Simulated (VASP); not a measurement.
# GaRh3C (Pm-3m) in VASP: a series of runs

The runs below take GaRh3C through single point, with PBEsol.

Everything below comes from runs of VASP 6.6.1. Logs are shortened: lines on timing, memory, paths and dates and some standing lists are left out, and cuts for length are marked.

**1. The cell of the first run**

Symmetry: Pm-3m, No. 221, cubic system. Conventional cell: a = 3.995 Å, b = 3.995 Å, c = 3.995 Å, α = 90.00°, β = 90.00°, γ = 90.00°. Ga (site symmetry m-3m) has 12 Rh at 2.82 Å and 8 C at 3.46 Å within 3.7 Å. Within 2.6 Å of Rh (site symmetry 4/mmm) lie 2 C at 2.00 Å. Within 2.6 Å of C (site symmetry m-3m) lie 6 Rh at 2.00 Å.

**2. Single point, PBEsol**

The input, INCAR:

```
SYSTEM = GaRh3C
PREC = Accurate
ENCUT = 520
EDIFF = 1E-6
ISMEAR = 0
SIGMA = 0.1
LREAL = .False.
LASPH = .True.
NELM = 60
ALGO = Normal
ISIF = 2
LWAVE = .False.
LCHARG = .True.
GGA = PS
LELF = .True.
LVHAR = .True.
NBANDS = 39
```

The input, KPOINTS:

```
Automatic mesh
0
Gamma
  6 6 6
  0 0 0
```

The input, POSCAR:

```
GaRh3C
1.0
    3.9949361325      0.0000000000      0.0000000000
    0.0000000000      3.9949361325      0.0000000000
    0.0000000000      0.0000000000      3.9949361325
Ga Rh C
1 3 1
Direct
    0.0000000000      0.0000000000      0.0000000000
    0.0000000000      0.5000000000      0.5000000000
    0.5000000000      0.0000000000      0.5000000000
    0.5000000000      0.5000000000      0.0000000000
    0.5000000000      0.5000000000      0.5000000000
```

Potentials or basis: VASP PAW PBE potentials, release 64 (Ga_d, Rh_pv, C).

Command:

```bash
> cat potpaw_PBE.64/Ga_d/POTCAR potpaw_PBE.64/Rh_pv/POTCAR potpaw_PBE.64/C/POTCAR > POTCAR
> mpirun -np 1 vasp_std > vasp.out
```

OUTCAR:

```text
SYSTEM = GaRh3C
   PREC = Accurate
   ENCUT = 520
   EDIFF = 1E-6
   ISMEAR = 0
   LREAL = .False.
   LASPH = .True.
   NELM = 60
   ISIF = 2
   GGA = PS

 ion  position               nearest neighbor table
   1  0.000  0.000  0.000-   2 2.82   3 2.82   4 2.82   2 2.82   3 2.82   2 2.82   4 2.82   2 2.82
                             3 2.82   4 2.82   3 2.82   4 2.82
   2  0.000  0.500  0.500-   5 2.00   5 2.00   4 2.82   1 2.82   1 2.82   4 2.82   1 2.82   3 2.82
                             1 2.82   3 2.82   4 2.82   3 2.82   4 2.82   3 2.82
   3  0.500  0.000  0.500-   5 2.00   5 2.00   4 2.82   1 2.82   1 2.82   4 2.82   2 2.82   4 2.82
                             2 2.82   4 2.82   1 2.82   2 2.82   1 2.82   2 2.82
   4  0.500  0.500  0.000-   5 2.00   5 2.00   3 2.82   1 2.82   2 2.82   3 2.82   2 2.82   1 2.82
                             3 2.82   3 2.82   1 2.82   2 2.82   2 2.82   1 2.82
   5  0.500  0.500  0.500-   2 2.00   3 2.00   4 2.00   4 2.00   3 2.00   2 2.00

  LATTYP: Found a simple cubic cell.
 ALAT       =     3.9949361325

  Lattice vectors:

 A1 = (   3.9949361325,   0.0000000000,   0.0000000000)
 A2 = (   0.0000000000,   3.9949361325,   0.0000000000)
 A3 = (   0.0000000000,   0.0000000000,   3.9949361325)

Analysis of symmetry for initial positions (statically):
=====================================================================
 Subroutine PRICEL returns:
 Original cell was already a primitive cell.

 Routine SETGRP: Setting up the symmetry group for a
 simple cubic supercell.

 Subroutine GETGRP returns: Found 48 space group operations
 (whereof 48 operations were pure point group operations)
 out of a pool of 48 trial point group operations.

The static configuration has the point symmetry O_h .

Analysis of symmetry for dynamics (positions and initial velocities):
=====================================================================
 Subroutine PRICEL returns:
 Original cell was already a primitive cell.

 Routine SETGRP: Setting up the symmetry group for a
 simple cubic supercell.

 Subroutine GETGRP returns: Found 48 space group operations
 (whereof 48 operations were pure point group operations)
 out of a pool of 48 trial point group operations.

The dynamic configuration has the point symmetry O_h .

 Subroutine INISYM returns: Found 48 space group operations
 (whereof 48 operations are pure point group operations),
 and found     1 'primitive' translations

----------------------------------------------------------------------------------------

                                     Primitive cell

  volume of cell :      63.7572

  direct lattice vectors                    reciprocal lattice vectors
     3.994936132  0.000000000  0.000000000     0.250316893  0.000000000  0.000000000
     0.000000000  3.994936132  0.000000000     0.000000000  0.250316893  0.000000000
     0.000000000  0.000000000  3.994936132     0.000000000  0.000000000  0.250316893

  length of vectors
     3.994936132  3.994936132  3.994936132     0.250316893  0.250316893  0.250316893

  position of ions in fractional coordinates (direct lattice)
     0.000000000  0.000000000  0.000000000
     0.000000000  0.500000000  0.500000000
     0.500000000  0.000000000  0.500000000
     0.500000000  0.500000000  0.000000000
     0.500000000  0.500000000  0.500000000

  ion indices of the primitive-cell ions
   primitive index   ion index
                 1           1
                 2           2
                 3           3
                 4           4
                 5           5

----------------------------------------------------------------------------------------

 KPOINTS: Automatic mesh

Automatic generation of k-mesh.
 Grid dimensions read from file:
 generate k-points for:    6    6    6

 Generating k-lattice:

  Cartesian coordinates                     Fractional coordinates (reciprocal lattice)
     0.041719482  0.000000000  0.000000000     0.166666667  0.000000000  0.000000000
     0.000000000  0.041719482  0.000000000     0.000000000  0.166666667  0.000000000
     0.000000000  0.000000000  0.041719482     0.000000000  0.000000000  0.166666667

  Length of vectors
     0.041719482  0.041719482  0.041719482

  Shift w.r.t. Gamma in fractional coordinates (k-lattice)
     0.000000000  0.000000000  0.000000000

 Subroutine IBZKPT returns following result:
 ===========================================

 Found     20 irreducible k-points:

 Following reciprocal coordinates:
            Coordinates               Weight
  0.000000  0.000000  0.000000      1.000000
  0.166667  0.000000  0.000000      6.000000
  0.333333  0.000000  0.000000      6.000000
  0.500000  0.000000  0.000000      3.000000
  0.166667  0.166667  0.000000     12.000000
  0.333333  0.166667  0.000000     24.000000
[... 12 lines left out ...]
  0.500000  0.500000  0.333333      6.000000
  0.500000  0.500000  0.500000      1.000000
   k-points           NKPTS =     20   k-points in BZ     NKDIM =     20   number of bands    NBANDS=     39
   number of dos      NEDOS =    301   number of ions     NIONS =      5
   total plane-waves  NPLWV =  27000
   dimension x,y,z NGX =    30 NGY =   30 NGZ =   30
   dimension x,y,z NGXF=    60 NGYF=   60 NGZF=   60
   ions per type =               1   3   1
   NGX,Y,Z   is equivalent  to a cutoff of  12.48, 12.48, 12.48 a.u.
   NGXF,Y,Z  is equivalent  to a cutoff of  24.97, 24.97, 24.97 a.u.
 SYSTEM =  GaRh3C
   PREC   = accura    normal or accurate (medium, high low for compatibility)
   ISTART =      0    job   : 0-new  1-cont  2-samecut
   ICHARG =      2    charge: 1-file 2-atom 10-const
   ISPIN  =      1    spin polarized calculation?
   LNONCOLLINEAR =      F non collinear calculations
   LSORBIT =      F    spin-orbit coupling
   LASPH  =      T    aspherical Exc in radial PAW
   ENCUT  =  520.0 eV  38.22 Ry    6.18 a.u.   7.43  7.43  7.43*2*pi/ulx,y,z
   NELM   =     60;   NELMIN=  2; NELMDL= -5     # of ELM steps
   EDIFF  = 0.1E-05   stopping-criterion for ELM
   LREAL  =      F    real-space projection
   EDIFFG = 0.1E-04   stopping-criterion for IOM
   NSW    =      0    number of steps for IOM
   IBRION =     -1    ionic relax: 0-MD 1-quasi-New 2-CG
   NFREE  =      0    steps in history (QN), initial steepest desc. (CG)
   ISIF   =      2    stress and relaxation
   ISYM   =      2    0-nonsym 1-usesym 2-fastsym
   POTIM  = 0.5000    time-step for ionic-motion
   TEBEG  =    0.0;   TEEND  =   0.0 temperature during run
   PSTRESS=    0.0 pullay stress
   NELECT =      62.0000    total number of electrons
   NUPDOWN=      -1.0000    fix difference up-down
   EMIN   =  10.00;   EMAX   =-10.00  energy-range for DOS
   EFERMI =   0.00;   METHOD = LEGACY
   ISMEAR =     0;   SIGMA  =   0.10  broadening in eV -4-tet -1-fermi 0-gaus
   EFERMI_NEDOS =   21; number of points for ismear=-14 and -15
   IALGO  =     38    algorithm
   IMIX   =      4    mixing-type and parameters
     AMIX     =   0.40;   BMIX     =  1.00
     AMIX_MAG =   1.60;   BMIX_MAG =  1.00
  volume/ion in A,a.u.               =      12.75        86.05
  Fermi-wavevector in a.u.,A,eV,Ry     =   1.621918  3.064981 35.791730  2.630618
  Thomas-Fermi vector in A             =   2.715616
   LORBIT       =      0    0 simple, 1 ext, 2 COOP (PROOUT), +10 PAW based schemes
   GGA     = PS    functional components
   LHFCALC =     F    Hartree Fock is set to
   AEXX    =    0.0000 exact exchange contribution
   IVDW    =     0    specifies the selected vdW correction
   LEPSILON=     F    determine dielectric tensor
   LRPA    =     F    only Hartree local field effects (RPA)
 non-spin polarized calculation
 Gauss-broadening in eV      SIGMA  =   0.10
  energy-cutoff  :      520.00
  volume of cell :       63.76
 maximum number of plane-waves:      1743
 NGX is ok and might be reduce to    30
   NGX = 15   NGY = 15   NGZ = 15

 number of electron      61.9999966 magnetization

 Free energy of the ion-electron system (eV)
  ---------------------------------------------------
  ext. energy  EPLUGINS =         0.00000000
  ---------------------------------------------------
  free energy    TOTEN  =       -38.13650044 eV

  energy without entropy =      -38.12921432  energy(sigma->0) =      -38.13285738

 E-fermi :  10.5447     XC(G=0): -13.4558

 val. band max:       10.4852093982   @ k =   0.5000   0.0000   0.0000
 cond. band min:      10.5839117306   @ k =   0.0000   0.0000   0.0000
 fundamental gap:      0.0987023324
 Fermi energy:        10.5446538108

 k-point     1 :       0.0000    0.0000    0.0000
  band No.  band energies     occupation
      1     -36.7682      2.00000
      2     -36.7682      2.00000
      3     -36.7682      2.00000
      4     -35.9972      2.00000
      5     -35.9972      2.00000
      6     -35.9972      2.00000
[... 31 lines left out ...]
     38      17.9269      0.00000
     39      17.9269      0.00000

 k-point     2 :       0.1667    0.0000    0.0000
  band No.  band energies     occupation
      1     -36.7638      2.00000
      2     -36.7638      2.00000
      3     -36.7604      2.00000
      4     -36.0075      2.00000
      5     -35.9990      2.00000
      6     -35.9990      2.00000
[... 31 lines left out ...]
     38      17.9456      0.00000
     39      18.6218      0.00000

 k-point     3 :       0.3333    0.0000    0.0000
  band No.  band energies     occupation
      1     -36.7549      2.00000
      2     -36.7549      2.00000
      3     -36.7442      2.00000
      4     -36.0287      2.00000
      5     -36.0053      2.00000
      6     -36.0053      2.00000
[... 664 lines left out ...]
 k-point    19 :       0.5000    0.5000    0.3333
  band No.  band energies     occupation
      1     -37.0237      2.00000
      2     -36.6013      2.00000
      3     -36.5727      2.00000
      4     -36.1462      2.00000
      5     -36.1279      2.00000
      6     -36.1279      2.00000
[... 31 lines left out ...]
     38      19.0441      0.00000
     39      20.7389      0.00000

 k-point    20 :       0.5000    0.5000    0.5000
  band No.  band energies     occupation
      1     -37.0514      2.00000
      2     -36.5726      2.00000
      3     -36.5726      2.00000
      4     -36.1460      2.00000
      5     -36.1460      2.00000
      6     -36.1460      2.00000
[... 31 lines left out ...]
     38      20.4506      0.00000
     39      21.2265      0.00000

------------------------ aborting loop because EDIFF is reached ----------------------------------------

  FORCE on cell =-STRESS in cart. coord.  units (eV):
  Direction    XX          YY          ZZ          XY          YZ          ZX
  --------------------------------------------------------------------------------------
  -------------------------------------------------------------------------------------
  Total       -0.0307647     -0.0307647     -0.0307647      0.0000000      0.0000000     -0.0000000
  in kB       -0.7730957     -0.7730957     -0.7730957      0.0000000      0.0000000     -0.0000000
  external PRESSURE =      -0.7730957 kB  Pullay stress =       0.0000000 kB

 VOLUME and BASIS-vectors are now :
 -----------------------------------------------------------------------------
  energy-cutoff  :      520.00
  volume of cell :       63.76
      direct lattice vectors                 reciprocal lattice vectors
     3.994936132  0.000000000  0.000000000     0.250316893  0.000000000  0.000000000
     0.000000000  3.994936132  0.000000000     0.000000000  0.250316893  0.000000000
     0.000000000  0.000000000  3.994936132     0.000000000  0.000000000  0.250316893

 POSITION                                       TOTAL-FORCE (eV/Angst)
 -----------------------------------------------------------------------------------
      0.00000      0.00000      0.00000         0.000000      0.000000      0.000000
      0.00000      1.99747      1.99747         0.000000      0.000000      0.000000
      1.99747      0.00000      1.99747         0.000000      0.000000      0.000000
      1.99747      1.99747      0.00000         0.000000      0.000000      0.000000
      1.99747      1.99747      1.99747         0.000000      0.000000      0.000000
 -----------------------------------------------------------------------------------
    total drift:                                0.000000      0.000000     -0.000000

  FREE ENERGIE OF THE ION-ELECTRON SYSTEM (eV)
  ---------------------------------------------------
  free  energy   TOTEN  =       -38.1365004430 eV

  energy  without entropy=      -38.1292143204  energy(sigma->0) =      -38.13285738
```

Wall time 35 s (1 thread of Intel Xeon Platinum 8488C (Sapphire Rapids), shared host); peak memory 0.19 GiB.

What came out:

```yaml
Free_energy: -38.1365 eV
Pressure: -0.1 GPa
Band_gap_on_the_k_mesh: zero (band 31 reaches 10.49 eV, above the bottom of band 32 at 10.33 eV)
```

Levels at points of the mesh, in eV from the Fermi level:
```csv
k point,band 29,band 30,band 31,band 32,band 33,band 34
"(0.00, 0.00, 0.00)",-1.87,-0.06,-0.06,-0.06,0.04,1.75
"(0.50, 0.00, 0.00)",-2.03,-1.21,-0.06,0.57,0.57,2.05
"(0.50, 0.50, 0.00)",-1.81,-1.23,-0.80,0.69,0.69,1.84
"(0.50, 0.50, 0.50)",-1.30,-1.30,-0.21,-0.21,-0.21,1.22
```

Caveat: the PAW data sets were made with another functional, which shifts forces and pressure a little.

**3. Single point, PBEsol**

The input, INCAR:

```
SYSTEM = GaRh3C
PREC = Accurate ; ENCUT = 520
EDIFF = 1E-7 ; ISMEAR = -1
SIGMA = 0.15 ; LREAL = .False.
LASPH = .True. ; NELM = 60
ALGO = Normal ; ISIF = 2
LWAVE = .False. ; LCHARG = .True.
GGA = PS ; LELF = .True.
LVHAR = .True. ; NBANDS = 39
```

The input, KPOINTS:

```
regular mesh
0
Gamma
  10 10 10
  0 0 0
```

Changes to POSCAR since step 2:

```diff
@@ -2,5 +2,5 @@
 1.0
-    3.9949361325      0.0000000000      0.0000000000
-    0.0000000000      3.9949361325      0.0000000000
-    0.0000000000      0.0000000000      3.9949361325
+    3.9947695332      0.0000000000      0.0000000000
+    0.0000000000      3.9947695332      0.0000000000
+    0.0000000000      0.0000000000      3.9947695332
 Ga Rh C
```

Potentials or basis: VASP PAW PBE potentials, release 64 (Ga_d, Rh_pv, C).

Command:

```bash
> cat potpaw_PBE.64/Ga_d/POTCAR potpaw_PBE.64/Rh_pv/POTCAR potpaw_PBE.64/C/POTCAR > POTCAR
> mpirun -np 1 vasp_std > vasp.out
```

Wall time 1.8 min (1 thread of Intel Xeon Platinum 8488C (Sapphire Rapids), shared host); peak memory 0.25 GiB.

Results (log left out):

```
Free energy            : -38.1989 eV
Pressure               : 0.1 GPa
Band gap on the k mesh : zero (band 31 reaches 10.50 eV, above the bottom of band 32 at 10.32 eV)
```

Levels at points of the mesh, in eV from the Fermi level:
```
           k point  band 27  band 28  band 29  band 30  band 31  band 32  band 33  band 34  band 35  band 36
(0.00, 0.00, 0.00)    -1.88    -1.88    -1.88    -0.06    -0.06    -0.06     0.03     1.77     1.77     1.77
(0.50, 0.00, 0.00)    -2.02    -2.02    -2.02    -1.21    -0.06     0.58     0.58     2.07     4.30     4.52
(0.50, 0.50, 0.00)    -1.98    -1.82    -1.80    -1.23    -0.80     0.69     0.69     1.86     4.81     5.51
(0.50, 0.50, 0.50)    -2.15    -2.15    -1.30    -1.30    -0.21    -0.21    -0.21     1.23     3.08     3.08
```

Caveat: the PAW data sets were made with another functional, which shifts forces and pressure a little.

(Continued in part 2 of 2.)
